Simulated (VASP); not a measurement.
# C (P6_3/mmc) in VASP: a series of runs

The runs below take C through single point, with LDA.

The COD entry that gives the cell may itself be a prediction, so a difference from it is no test against experiment.

All numbers are computed with VASP 6.6.1; they aren't measurements. Logs are shortened: lines on timing, memory, paths and dates and some standing lists are left out, and cuts for length are marked.

### Step 1. The cell of the first run

The structure is hexagonal, space group P6_3/mmc (No. 194). The conventional cell has a = 2.434 Å, b = 2.434 Å, c = 12.497 Å, α = 90.00°, β = 90.00°, γ = 120.00°. C (site symmetry 3m) has 4 C at 1.50 to 1.58 Å within 2.0 Å. Within 2.0 Å of C (site symmetry 3m) lie 4 C at 1.50 to 1.55 Å. Within 2.0 Å of C (site symmetry 3m) lie 4 C at 1.50 to 1.55 Å.

### Step 2. Single point, LDA

Contents of INCAR:

```
SYSTEM = C
PREC = Accurate
ENCUT = 520
EDIFF = 1E-7
ISMEAR = 0
SIGMA = 0.05
LREAL = .False.
LASPH = .True.
NELM = 60
ALGO = Normal
ISIF = 2
LWAVE = .False.
LCHARG = .False.
NBANDS = 36
```

Contents of KPOINTS:

```
Automatic mesh
0
Gamma
  12 12 2
  0 0 0
```

Contents of POSCAR:

```
C
1.0
    2.4340000000      0.0000000000      0.0000000000
   -1.2170000000      2.1079058328      0.0000000000
    0.0000000000      0.0000000000     12.4967000000
C
12
Direct
    0.0000000000      0.0000000000      0.1868599868
    0.0000000000      0.0000000000      0.6868599868
    0.0000000000      0.0000000000      0.3131400132
    0.0000000000      0.0000000000      0.8131400132
    0.3333333333      0.6666666667      0.5207718743
    0.6666666667      0.3333333333      0.0207718743
    0.3333333333      0.6666666667      0.9792281257
    0.6666666667      0.3333333333      0.4792281257
    0.3333333333      0.6666666667      0.6450609412
    0.6666666667      0.3333333333      0.1450609412
    0.3333333333      0.6666666667      0.8549390588
    0.6666666667      0.3333333333      0.3549390588
```

Potentials or basis: VASP PAW LDA potentials, release 64 (C).

Launch:

```bash
> cat potpaw_LDA.64/C/POTCAR > POTCAR
> mpirun -np 1 vasp_std > vasp.out
```

OUTCAR:

```text
SYSTEM = C
   PREC = Accurate
   ENCUT = 520
   EDIFF = 1E-7
   ISMEAR = 0
   LREAL = .False.
   LASPH = .True.
   NELM = 60
   ISIF = 2

 ion  position               nearest neighbor table
   1  0.000  0.000  0.187-  10 1.50  10 1.50  10 1.50   3 1.58
   2  0.000  0.000  0.687-   9 1.50   9 1.50   9 1.50   4 1.58
   3  0.000  0.000  0.313-  12 1.50  12 1.50  12 1.50   1 1.58
   4  0.000  0.000  0.813-  11 1.50  11 1.50  11 1.50   2 1.58
   5  0.333  0.667  0.521-   8 1.50   8 1.50   8 1.50   9 1.55
   6  0.667  0.333  0.021-   7 1.50   7 1.50   7 1.50  10 1.55
   7  0.333  0.667  0.979-   6 1.50   6 1.50   6 1.50  11 1.55
   8  0.667  0.333  0.479-   5 1.50   5 1.50   5 1.50  12 1.55
   9  0.333  0.667  0.645-   2 1.50   2 1.50   2 1.50   5 1.55
  10  0.667  0.333  0.145-   1 1.50   1 1.50   1 1.50   6 1.55
  11  0.333  0.667  0.855-   4 1.50   4 1.50   4 1.50   7 1.55
  12  0.667  0.333  0.355-   3 1.50   3 1.50   3 1.50   8 1.55

  LATTYP: Found a hexagonal cell.
 ALAT       =     2.4340000000
 C/A-ratio  =     5.1342235004

  Lattice vectors:

 A1 = (   2.4340000000,   0.0000000000,   0.0000000000)
 A2 = (  -1.2170000000,   2.1079058328,   0.0000000000)
 A3 = (   0.0000000000,   0.0000000000,  12.4967000000)

Analysis of symmetry for initial positions (statically):
=====================================================================
 Subroutine PRICEL returns:
 Original cell was already a primitive cell.

 Routine SETGRP: Setting up the symmetry group for a
 hexagonal supercell.

 Subroutine GETGRP returns: Found 24 space group operations
 (whereof 12 operations were pure point group operations)
 out of a pool of 24 trial point group operations.

The static configuration has the point symmetry D_3d.
 The point group associated with its full space group is D_6h.

Analysis of symmetry for dynamics (positions and initial velocities):
=====================================================================
 Subroutine PRICEL returns:
 Original cell was already a primitive cell.

 Routine SETGRP: Setting up the symmetry group for a
 hexagonal supercell.

 Subroutine GETGRP returns: Found 24 space group operations
 (whereof 12 operations were pure point group operations)
 out of a pool of 24 trial point group operations.

[... 127 lines left out ...]
   ISIF   =      2    stress and relaxation
   ISYM   =      2    0-nonsym 1-usesym 2-fastsym
   POTIM  = 0.5000    time-step for ionic-motion
   TEBEG  =    0.0;   TEEND  =   0.0 temperature during run
   PSTRESS=    0.0 pullay stress
   NELECT =      48.0000    total number of electrons
   NUPDOWN=      -1.0000    fix difference up-down
   EMIN   =  10.00;   EMAX   =-10.00  energy-range for DOS
   EFERMI =   0.00;   METHOD = LEGACY
   ISMEAR =     0;   SIGMA  =   0.05  broadening in eV -4-tet -1-fermi 0-gaus
   EFERMI_NEDOS =   21; number of points for ismear=-14 and -15
   IALGO  =     38    algorithm
   IMIX   =      4    mixing-type and parameters
     AMIX     =   0.40;   BMIX     =  1.00
     AMIX_MAG =   1.60;   BMIX_MAG =  1.00
  volume/ion in A,a.u.               =       5.34        36.06
  Fermi-wavevector in a.u.,A,eV,Ry     =   1.486504  2.809086 30.064731  2.209695
  Thomas-Fermi vector in A             =   2.599782
   LORBIT       =      0    0 simple, 1 ext, 2 COOP (PROOUT), +10 PAW based schemes
   GGA     = CA    functional components
   LHFCALC =     F    Hartree Fock is set to
   AEXX    =    0.0000 exact exchange contribution
   IVDW    =     0    specifies the selected vdW correction
   LEPSILON=     F    determine dielectric tensor
   LRPA    =     F    only Hartree local field effects (RPA)
 non-spin polarized calculation
 Gauss-broadening in eV      SIGMA  =   0.05
  energy-cutoff  :      520.00
  volume of cell :       64.12
 maximum number of plane-waves:      1757
   NGX =  9   NGY =  9   NGZ = 47

 number of electron      47.9999991 magnetization

 Free energy of the ion-electron system (eV)
  ---------------------------------------------------
  ext. energy  EPLUGINS =         0.00000000
  ---------------------------------------------------
  free energy    TOTEN  =      -120.99726733 eV

  energy without entropy =     -120.99726733  energy(sigma->0) =     -120.99726733

 E-fermi :  11.0037     XC(G=0): -13.7893

 val. band max:       10.7288533794   @ k =   0.0000   0.0000   0.0000
 cond. band min:      15.3167792982   @ k =   0.0000   0.0000   0.0000
 fundamental gap:      4.5879259188
 Fermi energy:        11.0037204708

 k-point     1 :       0.0000    0.0000    0.0000
  band No.  band energies     occupation
      1     -11.5323      2.00000
      2     -10.8318      2.00000
      3     -10.7393      2.00000
      4      -8.6335      2.00000
      5      -8.5682      2.00000
      6      -5.9983      2.00000
[... 925 lines left out ...]
     35      20.3901      0.00000
     36      20.3901      0.00000

 [... further k-points ...]

------------------------ aborting loop because EDIFF is reached ----------------------------------------

  FORCE on cell =-STRESS in cart. coord.  units (eV):
  Direction    XX          YY          ZZ          XY          YZ          ZX
  --------------------------------------------------------------------------------------
  -------------------------------------------------------------------------------------
  Total       14.2456300     14.2456300     -6.8843053     -0.0000000      0.0000000     -0.0000000
  in kB      355.9796064    355.9796064   -172.0297585     -0.0000000      0.0000000     -0.0000000
  external PRESSURE =     179.9764848 kB  Pullay stress =       0.0000000 kB

 VOLUME and BASIS-vectors are now :
 -----------------------------------------------------------------------------
  energy-cutoff  :      520.00
  volume of cell :       64.12
      direct lattice vectors                 reciprocal lattice vectors
     2.434000000  0.000000000  0.000000000     0.410846343  0.237202247  0.000000000
    -1.217000000  2.107905833  0.000000000     0.000000000  0.474404494  0.000000000
     0.000000000  0.000000000 12.496700000     0.000000000  0.000000000  0.080021126

 POSITION                                       TOTAL-FORCE (eV/Angst)
 -----------------------------------------------------------------------------------
      0.00000      0.00000      2.33513         0.000000      0.000000      0.191282
      0.00000      0.00000      8.58348        -0.000000      0.000000      0.191282
      0.00000      0.00000      3.91322         0.000000      0.000000     -0.191282
      0.00000      0.00000     10.16157        -0.000000      0.000000     -0.191282
     -0.00000      1.40527      6.50793        -0.000000     -0.000000      0.196896
      1.21700      0.70264      0.25958         0.000000      0.000000      0.196896
     -0.00000      1.40527     12.23712        -0.000000     -0.000000     -0.196896
      1.21700      0.70264      5.98877        -0.000000      0.000000     -0.196896
     -0.00000      1.40527      8.06113         0.000000      0.000000     -0.119702
      1.21700      0.70264      1.81278        -0.000000     -0.000000     -0.119702
     -0.00000      1.40527     10.68392         0.000000      0.000000      0.119702
      1.21700      0.70264      4.43557        -0.000000     -0.000000      0.119702
 -----------------------------------------------------------------------------------
    total drift:                                0.000000      0.000000      0.000000

  FREE ENERGIE OF THE ION-ELECTRON SYSTEM (eV)
  ---------------------------------------------------
  free  energy   TOTEN  =      -120.9972673310 eV

  energy  without entropy=     -120.9972673310  energy(sigma->0) =     -120.99726733
```

stdout:

```text
POSCAR found type information on POSCAR C
 POSCAR found :  1 types and      12 ions
 scaLAPACK will be used
 LDA part: xc-table for (Slater(with rela. corr.)+CA(PZ))
 , standard interpolation
 POSCAR, INCAR and KPOINTS ok, starting setup
 FFT: planning ... GRIDC
 FFT: planning ... GRID_SOFT
 FFT: planning ... GRID
 WAVECAR not read
 entering main loop
```

Run time: 57 s. Hardware: 1 thread of Intel Xeon Platinum 8488C (Sapphire Rapids), shared host; peak memory 0.17 GiB.

What came out:

* Free energy: -120.9973 eV
* Pressure: 18.0 GPa
* Largest force: 0.197 eV/Å
* Band gap on the k mesh: 4.59 eV, direct

Forces on the atoms (eV/Å):
```
C    0.000  0.000  0.191
C    0.000  0.000  0.191
C    0.000  0.000 -0.191
C    0.000  0.000 -0.191
C    0.000  0.000  0.197
C    0.000  0.000  0.197
C    0.000  0.000 -0.197
C    0.000  0.000 -0.197
C    0.000  0.000 -0.120
C    0.000  0.000 -0.120
C    0.000  0.000  0.120
C    0.000  0.000  0.120
```

Stress tensor (GPa, compression positive):
```
 35.60   0.00   0.00
  0.00  35.60   0.00
  0.00   0.00 -17.20
```

A k mesh can miss the band edges. As with any semilocal functional, this LDA gap is likely too small.

### Step 3. Single point, LDA

This run uses another cell than the first one, of 5.43 Å³/atom, 1.016 times its volume.

Contents of INCAR:

```
SYSTEM = C
  PREC = Accurate
  ENCUT = 520
  EDIFF = 1E-7
  ISMEAR = 0
  SIGMA = 0.05
  LREAL = .False.
  LASPH = .True.
  NELM = 100
  ALGO = Normal
  ISIF = 2
  LWAVE = .False.
  LCHARG = .False.
  GGA = CA
  NBANDS = 36
```

KPOINTS is that of step 2.

Edit POSCAR of step 2 so:

```diff
@@ -4,3 +4,3 @@
    -1.2170000000      2.1079058328      0.0000000000
-    0.0000000000      0.0000000000     12.4967000000
+    0.0000000000      0.0000000000     12.7015000000
 C
```

Potentials or basis: VASP PAW LDA potentials, release 64 (C).

Launch:

```bash
> cat potpaw_LDA.64/C/POTCAR > POTCAR
> mpirun -np 1 vasp_std > vasp.out
```

It took 57 s on 1 thread of Intel Xeon Platinum 8488C (Sapphire Rapids), shared host; peak memory 0.18 GiB.

The run converged. Its results:

| Item | Value |
| --- | --- |
| Free energy | -120.8221 eV |
| Pressure | 10.5 GPa |
| Largest force | 0.162 eV/Å |
| Band gap on the k mesh | 4.11 eV, direct |

Forces in eV/Å, atoms in the order of the input:
```
C    0.000  0.000  0.133
C    0.000  0.000  0.133
C    0.000  0.000 -0.133
C    0.000  0.000 -0.133
C    0.000  0.000  0.162
C    0.000  0.000  0.162
C    0.000  0.000 -0.162
C    0.000  0.000 -0.162
C    0.000  0.000 -0.057
C    0.000  0.000 -0.057
C    0.000  0.000  0.057
C    0.000  0.000  0.057
```

Stress tensor (GPa, compression positive):
```
 34.07   0.00   0.00
  0.00  34.07   0.00
  0.00   0.00 -36.52
```

Levels at points of the mesh, in eV from the valence-band top:
```csv
k point,band 22,band 23,band 24,band 25,band 26,band 27
"(0.00, 0.00, 0.00)",-0.32,0.00,0.00,4.11,6.05,6.05
"(0.50, 0.00, 0.00)",-4.20,-3.86,-3.27,4.81,5.43,5.88
"(0.00, 0.00, 0.50)",-0.25,-0.25,-0.25,5.41,5.41,6.37
"(0.50, 0.00, 0.50)",-4.07,-3.54,-3.54,5.06,5.06,5.58
```

A k mesh can miss the band edges.

### Step 4. Single point, LDA

This run uses another cell than the first one, of 5.42 Å³/atom, 1.014 times its volume.

Contents of INCAR:

```
ALGO     = Normal         # electronic algorithm
EDIFF    = 1E-7           # SCF threshold, eV
ENCUT    = 520            # plane-wave cutoff, eV
GGA      = CA             # functional
ISIF     = 2              # what is computed and relaxed
ISMEAR   = 0              # smearing method
LASPH    = T              # aspherical terms in the spheres
LCHARG   = F              # write CHGCAR
LREAL    = F              # projectors in reciprocal space
LWAVE    = F              # write WAVECAR
NBANDS   = 36             # bands
NELM     = 60             # most SCF steps
PREC     = Accurate       # precision mode
SIGMA    = 0.05           # smearing width, eV
```

Contents of KPOINTS:

```
k-points
0
Gamma
  12 12 2
```

Edit POSCAR of step 3 so:

```diff
@@ -2,5 +2,5 @@
 1.0
-    2.4340000000      0.0000000000      0.0000000000
-   -1.2170000000      2.1079058328      0.0000000000
-    0.0000000000      0.0000000000     12.7015000000
+    2.4921382545      0.0000000000      0.0000000000
+   -1.2460691272      2.1582550381      0.0000000000
+    0.0000000000      0.0000000000     12.0869000000
 C
```

Potentials or basis: VASP PAW LDA potentials, release 64 (C).

Launch:

```bash
> cat potpaw_LDA.64/C/POTCAR > POTCAR
> mpirun -np 1 vasp_std > vasp.out
```

OUTCAR:

```text
EDIFF = 1E-7
   ENCUT = 520
   GGA = CA
   ISIF = 2
   ISMEAR = 0
   LASPH = T
   LREAL = F
   NELM = 60
   PREC = Accurate

 ion  position               nearest neighbor table
   1  0.000  0.000  0.187-  10 1.52  10 1.52  10 1.52   3 1.53
   2  0.000  0.000  0.687-   9 1.52   9 1.52   9 1.52   4 1.53
   3  0.000  0.000  0.313-  12 1.52  12 1.52  12 1.52   1 1.53
   4  0.000  0.000  0.813-  11 1.52  11 1.52  11 1.52   2 1.53
   5  0.333  0.667  0.521-   9 1.50   8 1.52   8 1.52   8 1.52
   6  0.667  0.333  0.021-  10 1.50   7 1.52   7 1.52   7 1.52
   7  0.333  0.667  0.979-  11 1.50   6 1.52   6 1.52   6 1.52
   8  0.667  0.333  0.479-  12 1.50   5 1.52   5 1.52   5 1.52
   9  0.333  0.667  0.645-   5 1.50   2 1.52   2 1.52   2 1.52
  10  0.667  0.333  0.145-   6 1.50   1 1.52   1 1.52   1 1.52
  11  0.333  0.667  0.855-   7 1.50   4 1.52   4 1.52   4 1.52
  12  0.667  0.333  0.355-   8 1.50   3 1.52   3 1.52   3 1.52

  LATTYP: Found a hexagonal cell.
 ALAT       =     2.4921382545
[... 218 lines left out ...]
      5      -8.3406      2.00000
      6      -5.2562      2.00000
[... 925 lines left out ...]
     35      20.3691      0.00000
     36      20.3691      0.00000

 [... further k-points ...]

------------------------ aborting loop because EDIFF is reached ----------------------------------------

  FORCE on cell =-STRESS in cart. coord.  units (eV):
  Direction    XX          YY          ZZ          XY          YZ          ZX
  --------------------------------------------------------------------------------------
  -------------------------------------------------------------------------------------
  Total        1.0724743      1.0724743     10.1777839      0.0000000     -0.0000000      0.0000000
  in kB       26.4306385     26.4306385    250.8268256      0.0000000     -0.0000000      0.0000000
  external PRESSURE =     101.2293675 kB  Pullay stress =       0.0000000 kB

 VOLUME and BASIS-vectors are now :
 -----------------------------------------------------------------------------
  energy-cutoff  :      520.00
  volume of cell :       65.01
      direct lattice vectors                 reciprocal lattice vectors
     2.492138254  0.000000000  0.000000000     0.401261847  0.231668636  0.000000000
    -1.246069127  2.158255038  0.000000000     0.000000000  0.463337271  0.000000000
     0.000000000  0.000000000 12.086900000     0.000000000  0.000000000  0.082734200

 POSITION                                       TOTAL-FORCE (eV/Angst)
 -----------------------------------------------------------------------------------
      0.00000      0.00000      2.25856        -0.000000      0.000000     -0.092847
      0.00000      0.00000      8.30201        -0.000000      0.000000     -0.092847
      0.00000      0.00000      3.78489         0.000000     -0.000000      0.092847
      0.00000      0.00000      9.82834        -0.000000     -0.000000      0.092847
     -0.00000      1.43884      6.29452        -0.000000     -0.000000     -0.127527
      1.24607      0.71942      0.25107         0.000000      0.000000     -0.127527
     -0.00000      1.43884     11.83583         0.000000     -0.000000      0.127527
      1.24607      0.71942      5.79238         0.000000      0.000000      0.127527
     -0.00000      1.43884      7.79679        -0.000000     -0.000000      0.076868
      1.24607      0.71942      1.75334         0.000000      0.000000      0.076868
     -0.00000      1.43884     10.33356        -0.000000     -0.000000     -0.076868
      1.24607      0.71942      4.29011         0.000000     -0.000000     -0.076868
 -----------------------------------------------------------------------------------
    total drift:                                0.000000      0.000000      0.000000

  FREE ENERGIE OF THE ION-ELECTRON SYSTEM (eV)
  ---------------------------------------------------
  free  energy   TOTEN  =      -121.3081133079 eV

  energy  without entropy=     -121.3081133079  energy(sigma->0) =     -121.30811331
```

OSZICAR:

```text
N       E                     dE             d eps       ncg     rms          rms(c)
DAV:   1     0.110524882635E+03    0.11052E+03   -0.25711E+04  2736   0.132E+03
DAV:   2    -0.118035414036E+03   -0.22856E+03   -0.21576E+03  3532   0.256E+02
DAV:   3    -0.126651161851E+03   -0.86157E+01   -0.85524E+01  3636   0.452E+01
DAV:   4    -0.126754441525E+03   -0.10328E+00   -0.10302E+00  3544   0.530E+00
DAV:   5    -0.126756521826E+03   -0.20803E-02   -0.20781E-02  3504   0.701E-01    0.148E+01
DAV:   6    -0.122710265637E+03    0.40463E+01   -0.27984E+00  3148   0.773E+00    0.858E+00
DAV:   7    -0.121314639882E+03    0.13956E+01   -0.34417E+00  3236   0.871E+00    0.180E+00
DAV:   8    -0.121308232950E+03    0.64069E-02   -0.10126E-01  3436   0.154E+00    0.935E-02
DAV:   9    -0.121308094062E+03    0.13889E-03   -0.15526E-03  3492   0.222E-01    0.358E-02
DAV:  10    -0.121308111920E+03   -0.17858E-04   -0.89344E-05  3392   0.500E-02    0.158E-02
DAV:  11    -0.121308113298E+03   -0.13783E-05   -0.42837E-06  3452   0.109E-02    0.521E-03
DAV:  12    -0.121308113308E+03   -0.99744E-08   -0.73389E-07  3460   0.446E-03
   1 F= -.12130811E+03 E0= -.12130811E+03  d E =-.261279E-14
```

stdout:

```text
POSCAR found type information on POSCAR C
 POSCAR found :  1 types and      12 ions
 scaLAPACK will be used
 LDA part: xc-table for (Slater(with rela. corr.)+CA(PZ))
 , standard interpolation
 POSCAR, INCAR and KPOINTS ok, starting setup
 FFT: planning ... GRIDC
 FFT: planning ... GRID_SOFT
 FFT: planning ... GRID
 WAVECAR not read
 entering main loop
```

Wall time 60 s (1 thread of Intel Xeon Platinum 8488C (Sapphire Rapids), shared host); peak memory 0.17 GiB.

Results:

* Free energy: -121.3081 eV
* Pressure: 10.1 GPa
* Largest force: 0.128 eV/Å
* Band gap on the k mesh: 4.40 eV, indirect (least direct gap 5.26 eV)

Forces in eV/Å, atoms in the order of the input:
```
C    0.000  0.000 -0.093
C    0.000  0.000 -0.093
C    0.000  0.000  0.093
C    0.000  0.000  0.093
C    0.000  0.000 -0.128
C    0.000  0.000 -0.128
C    0.000  0.000  0.128
C    0.000  0.000  0.128
C    0.000  0.000  0.077
C    0.000  0.000  0.077
C    0.000  0.000 -0.077
C    0.000  0.000 -0.077
```

Levels at points of the mesh, in eV from the valence-band top:
| k point | band 20 | band 21 | band 22 | band 23 | band 24 | band 25 | band 26 | band 27 | band 28 | band 29 |
| --- | --- | --- | --- | --- | --- | --- | --- | --- | --- | --- |
| (0.00, 0.00, 0.00) | -1.10 | -1.10 | -0.17 | 0.00 | 0.00 | 5.26 | 5.26 | 5.96 | 6.44 | 6.44 |
| (0.50, 0.00, 0.00) | -4.48 | -4.26 | -4.21 | -3.76 | -2.95 | 4.46 | 5.11 | 5.15 | 5.87 | 6.96 |
| (0.00, 0.00, 0.50) | -1.33 | -0.37 | -0.37 | -0.37 | -0.37 | 5.69 | 5.69 | 5.69 | 5.69 | 6.53 |
| (0.50, 0.00, 0.50) | -5.22 | -3.89 | -3.89 | -3.34 | -3.34 | 4.63 | 4.63 | 5.97 | 5.97 | 6.21 |

A k mesh can miss the band edges. LDA gaps usually lie below the measured ones, often by a third to a half.

### Step 5. The runs side by side

```tsv
cell	gap on the mesh (eV)	pressure (GPa)	largest force (eV/Å)
a = 2.434, b = 2.434, c = 12.497 Å, angles 90.0, 90.0, 120.0°, 12 atoms	4.59	18.0	0.20
a = 2.434, b = 2.434, c = 12.701 Å, angles 90.0, 90.0, 120.0°, 12 atoms	4.11	10.5	0.16
a = 2.492, b = 2.492, c = 12.087 Å, angles 90.0, 90.0, 120.0°, 12 atoms	4.40	10.1	0.13
```

Alike in all rows: task single point; level LDA; potentials or basis VASP PAW LDA potentials, release 64 (C); no spin polarisation; k mesh 12 × 12 × 2; cutoff (eV) 520; smearing gaussian 0.05 eV.

Absolute energies hang on the potentials; compare differences alone.
